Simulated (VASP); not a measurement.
# Hg (P6_3/mmc) in VASP: a series of runs, part 2 of 2

VASP 6.6.1.

## Step 3: Single point, PBEsol (volume scaled by 0.96)

Input file INCAR:

```
PREC = Accurate
ENCUT = 520
EDIFF = 1E-6
ISMEAR = -1
SIGMA = 0.1
LREAL = False
LASPH = True
NELM = 80
ALGO = Normal
ISIF = 2
LWAVE = False
LCHARG = False
GGA = PS
NBANDS = 19
```

Input file KPOINTS:

```
regular mesh
0
Gamma
  19 19 10
```

Input file POSCAR:

```
Hg
1.0
    3.1472083608      0.0000000000      0.0000000000
   -1.5736041804      2.7255623915      0.0000000000
    0.0000000000      0.0000000000      5.2761923653
Hg
2
Direct
    0.3333333333      0.6666666667      0.2500000000
    0.6666666667      0.3333333333      0.7500000000
```

Potentials or basis: VASP PAW PBE potentials, release 64 (Hg).

Command:

```bash
$ cat potpaw_PBE.64/Hg/POTCAR > POTCAR
$ mpirun -np 1 vasp_std > vasp.out
```

OUTCAR:

```text
PREC = Accurate
   ENCUT = 520
   EDIFF = 1E-6
   ISMEAR = -1
   LREAL = False
   LASPH = True
   NELM = 80
   ISIF = 2
   GGA = PS

 ion  position               nearest neighbor table
   1  0.333  0.667  0.250-   2 3.20   2 3.20   2 3.20   2 3.20   2 3.20   2 3.20
   2  0.667  0.333  0.750-   1 3.20   1 3.20   1 3.20   1 3.20   1 3.20   1 3.20

  LATTYP: Found a hexagonal cell.
 ALAT       =     3.1472083608
 C/A-ratio  =     1.6764674468

  Lattice vectors:

 A1 = (   3.1472083608,   0.0000000000,   0.0000000000)
 A2 = (  -1.5736041804,   2.7255623915,   0.0000000000)
 A3 = (   0.0000000000,   0.0000000000,   5.2761923653)

Analysis of symmetry for initial positions (statically):
=====================================================================
 Subroutine PRICEL returns:
 Original cell was already a primitive cell.

 Routine SETGRP: Setting up the symmetry group for a
 hexagonal supercell.

 Subroutine GETGRP returns: Found 24 space group operations
 (whereof 12 operations were pure point group operations)
 out of a pool of 24 trial point group operations.

The static configuration has the point symmetry D_3d.
 The point group associated with its full space group is D_6h.

Analysis of symmetry for dynamics (positions and initial velocities):
=====================================================================
 Subroutine PRICEL returns:
 Original cell was already a primitive cell.

 Routine SETGRP: Setting up the symmetry group for a
 hexagonal supercell.

 Subroutine GETGRP returns: Found 24 space group operations
 (whereof 12 operations were pure point group operations)
 out of a pool of 24 trial point group operations.

The dynamic configuration has the point symmetry D_3d.
 The point group associated with its full space group is D_6h.

 Subroutine INISYM returns: Found 24 space group operations
 (whereof 12 operations are pure point group operations),
 and found     1 'primitive' translations

----------------------------------------------------------------------------------------

                                     Primitive cell

  volume of cell :      45.2587

  direct lattice vectors                    reciprocal lattice vectors
     3.147208361  0.000000000  0.000000000     0.317741911  0.183448378  0.000000000
    -1.573604180  2.725562392  0.000000000     0.000000000  0.366896756  0.000000000
     0.000000000  0.000000000  5.276192365     0.000000000  0.000000000  0.189530618

  length of vectors
     3.147208361  3.147208361  5.276192365     0.366896756  0.366896756  0.189530618

  position of ions in fractional coordinates (direct lattice)
     0.333333333  0.666666667  0.250000000
     0.666666667  0.333333333  0.750000000

  ion indices of the primitive-cell ions
   primitive index   ion index
                 1           1
                 2           2

----------------------------------------------------------------------------------------

 KPOINTS: regular mesh

Automatic generation of k-mesh.
 Grid dimensions read from file:
 generate k-points for:   19   19   10

 Generating k-lattice:

  Cartesian coordinates                     Fractional coordinates (reciprocal lattice)
     0.016723258  0.009655178  0.000000000     0.052631579 -0.000000000  0.000000000
     0.000000000  0.019310356  0.000000000     0.000000000  0.052631579  0.000000000
     0.000000000  0.000000000  0.018953062     0.000000000  0.000000000  0.100000000

  Length of vectors
     0.019310356  0.019310356  0.018953062

  Shift w.r.t. Gamma in fractional coordinates (k-lattice)
     0.000000000  0.000000000  0.000000000

 Subroutine IBZKPT returns following result:
 ===========================================

 Found    240 irreducible k-points:

 Following reciprocal coordinates:
            Coordinates               Weight
  0.000000  0.000000  0.000000      1.000000
  0.052632  0.000000  0.000000      6.000000
  0.105263  0.000000  0.000000      6.000000
  0.157895  0.000000  0.000000      6.000000
  0.210526 -0.000000  0.000000      6.000000
  0.263158  0.000000  0.000000      6.000000
[... 16 lines left out ...]
  0.263158  0.105263  0.000000     12.000000
  0.315789  0.105263  0.000000     12.000000
 [... further k-points ...]
   k-points           NKPTS =    240   k-points in BZ     NKDIM =    240   number of bands    NBANDS=     19
   number of dos      NEDOS =    301   number of ions     NIONS =      2
   total plane-waves  NPLWV =  23040
   dimension x,y,z NGX =    24 NGY =   24 NGZ =   40
   dimension x,y,z NGXF=    48 NGYF=   48 NGZF=   80
   ions per type =               2
   NGX,Y,Z   is equivalent  to a cutoff of  12.68, 12.68, 12.60 a.u.
   NGXF,Y,Z  is equivalent  to a cutoff of  25.36, 25.36, 25.21 a.u.
 SYSTEM =  unknown system
   PREC   = accura    normal or accurate (medium, high low for compatibility)
   ISTART =      0    job   : 0-new  1-cont  2-samecut
   ICHARG =      2    charge: 1-file 2-atom 10-const
   ISPIN  =      1    spin polarized calculation?
   LNONCOLLINEAR =      F non collinear calculations
   LSORBIT =      F    spin-orbit coupling
   LASPH  =      T    aspherical Exc in radial PAW
   ENCUT  =  520.0 eV  38.22 Ry    6.18 a.u.   5.85  5.85  9.81*2*pi/ulx,y,z
   NELM   =     80;   NELMIN=  2; NELMDL= -5     # of ELM steps
   EDIFF  = 0.1E-05   stopping-criterion for ELM
   LREAL  =      F    real-space projection
   EDIFFG = 0.1E-04   stopping-criterion for IOM
   NSW    =      0    number of steps for IOM
   IBRION =     -1    ionic relax: 0-MD 1-quasi-New 2-CG
   NFREE  =      0    steps in history (QN), initial steepest desc. (CG)
   ISIF   =      2    stress and relaxation
   ISYM   =      2    0-nonsym 1-usesym 2-fastsym
   POTIM  = 0.5000    time-step for ionic-motion
   TEBEG  =    0.0;   TEEND  =   0.0 temperature during run
   PSTRESS=    0.0 pullay stress
   NELECT =      24.0000    total number of electrons
   NUPDOWN=      -1.0000    fix difference up-down
   EMIN   =  10.00;   EMAX   =-10.00  energy-range for DOS
   EFERMI =   0.00;   METHOD = LEGACY
   ISMEAR =    -1;   SIGMA  =   0.10  broadening in eV -4-tet -1-fermi 0-gaus
   EFERMI_NEDOS =   21; number of points for ismear=-14 and -15
   IALGO  =     38    algorithm
   IMIX   =      4    mixing-type and parameters
     AMIX     =   0.40;   BMIX     =  1.00
     AMIX_MAG =   1.60;   BMIX_MAG =  1.00
  volume/ion in A,a.u.               =      22.63       152.71
  Fermi-wavevector in a.u.,A,eV,Ry     =   1.325087  2.504052 23.889877  1.755856
  Thomas-Fermi vector in A             =   2.454574
   LORBIT       =      0    0 simple, 1 ext, 2 COOP (PROOUT), +10 PAW based schemes
   GGA     = PS    functional components
   LHFCALC =     F    Hartree Fock is set to
   AEXX    =    0.0000 exact exchange contribution
   IVDW    =     0    specifies the selected vdW correction
   LEPSILON=     F    determine dielectric tensor
   LRPA    =     F    only Hartree local field effects (RPA)
 non-spin polarized calculation
  energy-cutoff  :      520.00
  volume of cell :       45.26
 maximum number of plane-waves:      1237
 NGX is ok and might be reduce to    24
   NGX = 11   NGY = 11   NGZ = 19

 number of electron      24.0000005 magnetization

 Free energy of the ion-electron system (eV)
  ---------------------------------------------------
  ext. energy  EPLUGINS =         0.00000000
  ---------------------------------------------------
  free energy    TOTEN  =        -1.07988402 eV

  energy without entropy =       -1.05589235  energy(sigma->0) =       -1.06788819

 E-fermi :   2.7875     XC(G=0): -11.2844

 val. band max:        2.7327679537   @ k =   0.2105  -0.0000   0.0000
 cond. band min:       2.7924846682   @ k =   0.3158   0.2105   0.0000
 fundamental gap:      0.0597167145
 Fermi energy:         2.7875093427

 k-point     1 :       0.0000    0.0000    0.0000
  band No.  band energies     occupation
      1      -6.5589      2.00000
      2      -5.3862      2.00000
      3      -4.3049      2.00000
      4      -4.1589      2.00000
      5      -4.1589      2.00000
      6      -4.0237      2.00000
[... 11 lines left out ...]
     18      17.7879      0.00000
     19      18.6662      0.00000
[... 485 lines left out ...]
 k-point    24 :       0.3158    0.1053    0.0000
  band No.  band energies     occupation
      1      -4.9992      2.00000
      2      -4.9000      2.00000
      3      -4.7113      2.00000
      4      -4.1471      2.00000
      5      -3.9520      2.00000
      6      -3.8533      2.00000
[... 11 lines left out ...]
     18      14.7330      0.00000
     19      15.3348      0.00000

 [... further k-points ...]

------------------------ aborting loop because EDIFF is reached ----------------------------------------

  FORCE on cell =-STRESS in cart. coord.  units (eV):
  Direction    XX          YY          ZZ          XY          YZ          ZX
  --------------------------------------------------------------------------------------
  -------------------------------------------------------------------------------------
  Total        0.5858702      0.5858702      0.5420126     -0.0000000     -0.0000000      0.0000000
  in kB       20.7400481     20.7400481     19.1874720     -0.0000000     -0.0000000      0.0000000
  external PRESSURE =      20.2225227 kB  Pullay stress =       0.0000000 kB

 VOLUME and BASIS-vectors are now :
 -----------------------------------------------------------------------------
  energy-cutoff  :      520.00
  volume of cell :       45.26
      direct lattice vectors                 reciprocal lattice vectors
     3.147208361  0.000000000  0.000000000     0.317741911  0.183448378  0.000000000
    -1.573604180  2.725562392  0.000000000     0.000000000  0.366896756  0.000000000
     0.000000000  0.000000000  5.276192365     0.000000000  0.000000000  0.189530618

 POSITION                                       TOTAL-FORCE (eV/Angst)
 -----------------------------------------------------------------------------------
     -0.00000      1.81704      1.31905         0.000000     -0.000000      0.000000
      1.57360      0.90852      3.95714        -0.000000      0.000000      0.000000
 -----------------------------------------------------------------------------------
    total drift:                               -0.000000      0.000000     -0.000000

  FREE ENERGIE OF THE ION-ELECTRON SYSTEM (eV)
  ---------------------------------------------------
  free  energy   TOTEN  =        -1.0798840233 eV

  energy  without entropy=       -1.0558923526  energy(sigma->0) =       -1.06788819
```

It took 72 s on 1 thread of AMD EPYC 9R45 (Zen 5), shared host; peak memory 0.25 GiB.

Results:

* Free energy: -1.0799 eV
* Pressure: 2.0 GPa
* Band gap on the k mesh: zero (band 12 reaches 3.07 eV, above the bottom of band 13 at 1.09 eV)

Levels at points of the mesh, in eV from the Fermi level:
```
           k point  band 8  band 9  band 10  band 11  band 12  band 13  band 14  band 15  band 16  band 17
(0.00, 0.00, 0.00)   -6.49   -6.49    -5.82    -5.82    -1.87    -1.70    13.40    13.42    13.42    13.90
(0.00, 0.00, 0.50)   -6.68   -6.05    -6.05    -6.05    -6.05     6.37     6.37    13.66    13.66    14.42
```

Caveat: the cell differs from its parent crystal (volume scaled by 0.96); the PAW data sets were made with another functional, which shifts forces and pressure a little; spin-orbit coupling is left out, which moves the levels of the heavy elements.

## Step 4: Single point, PBEsol

This run uses another cell than the first one, of 23.57 Å³/atom, 1.087 times its volume.

Input file INCAR:

```
SYSTEM = Hg
  PREC = Accurate
  ENCUT = 520
  EDIFF = 1E-7
  ISMEAR = -1
  SIGMA = 0.1
  LREAL = .False.
  LASPH = .True.
  NELM = 100
  ALGO = Normal
  ISIF = 2
  LWAVE = .False.
  LCHARG = .False.
  GGA = PS
  NBANDS = 19
```

Input file KPOINTS:

```
Automatic mesh
0
Gamma
  19 19 10
  0 0 0
```

Input file POSCAR:

```
Hg
1.0
    3.1903261621      0.0000000000      0.0000000000
   -1.5951630810      2.7629035027      0.0000000000
    0.0000000000      0.0000000000      5.3484779555
Hg
2
Direct
    0.3333333333      0.6666666667      0.2500000000
    0.6666666667      0.3333333333      0.7500000000
```

Command:

```bash
$ cat potpaw_PBE.64/Hg/POTCAR > POTCAR
$ mpirun -np 1 vasp_std > vasp.out
```

Run time: 92 s. Hardware: 1 thread of AMD EPYC 9R45 (Zen 5), shared host; peak memory 0.26 GiB.

It converged, with:

- Free energy: -1.0946 eV
- Pressure: 0.4 GPa
- Band gap on the k mesh: zero (band 12 reaches 2.61 eV, above the bottom of band 13 at 0.77 eV)

Stress tensor (GPa, compression positive):
```
0.48 0.00 0.00
0.00 0.48 0.00
0.00 0.00 0.13
```

Levels at points of the mesh, in eV from the Fermi level:
| k point | band 8 | band 9 | band 10 | band 11 | band 12 | band 13 | band 14 | band 15 | band 16 | band 17 |
| --- | --- | --- | --- | --- | --- | --- | --- | --- | --- | --- |
| (0.00, 0.00, 0.00) | -6.31 | -6.31 | -5.70 | -5.70 | -1.71 | -1.61 | 13.12 | 13.12 | 13.37 | 13.75 |
| (0.00, 0.00, 0.50) | -6.44 | -5.92 | -5.92 | -5.92 | -5.92 | 6.26 | 6.26 | 13.63 | 13.63 | 14.11 |

Caveat: the PAW data sets were made with another functional, which shifts forces and pressure a little; spin-orbit coupling is left out, which moves the levels of the heavy elements.

## Step 5: The runs side by side

| cell | gap on the mesh (eV) | pressure (GPa) |
| --- | --- | --- |
| a = 3.103, b = 3.103, c = 5.202 Å, angles 90.0, 90.0, 120.0°, 2 atoms | none | 4.4 |
| a = 3.147, b = 3.147, c = 5.276 Å, angles 90.0, 90.0, 120.0°, 2 atoms | none | 2.0 |
| a = 3.190, b = 3.190, c = 5.348 Å, angles 90.0, 90.0, 120.0°, 2 atoms | none | 0.4 |

Alike in all rows: task single point; level PBEsol; potentials or basis VASP PAW PBE potentials, release 64 (Hg); no spin polarisation; k mesh 19 × 19 × 10; cutoff (eV) 520; smearing fermi-dirac 0.1 eV.

Caveats: the PAW data sets were made with another functional, which shifts forces and pressure a little; spin-orbit coupling is left out, which moves the levels of the heavy elements.

Total energies depend on the potentials used, so only differences within one code and one set of settings carry meaning.
